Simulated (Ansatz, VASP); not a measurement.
# BN in VASP and in Ansatz

```
CELL_PARAMETERS angstrom
0.00000 1.80256 1.80256
1.80256 0.00000 1.80256
1.80256 1.80256 0.00000
ATOMIC_POSITIONS crystal
B 0.00000 0.00000 0.00000
N 0.25000 0.25000 0.25000
```

Alike in both runs: task single point; functional PBEsol; k mesh 8 × 8 × 8; occupations gaussian, width 0.02 eV; no spin polarisation.

|  | VASP | Ansatz |
| --- | --- | --- |
| version | VASP 6.6.1 | Ansatz 0.2.0 |
| potentials or method | VASP PAW PBE potentials, release 64 (B, N), cutoff 600 eV | scalar-relativistic, plane waves, PAW |
| valence electrons in the cell | 8 | 8 |

VASP gave:

```
gap on the k mesh at the Fermi level (eV) : 4.28
least direct gap on the mesh (eV)         : 8.80
pressure (GPa)                            : 0.5
```

Question: What did Ansatz give for the same quantities?

Answer: gap on the k mesh at the Fermi level (eV): 4.29; least direct gap on the mesh (eV): 8.80; pressure (GPa): 0.0.

VASP's potentials were made for PBE, not for PBEsol, and Ansatz warns of the same on its side.
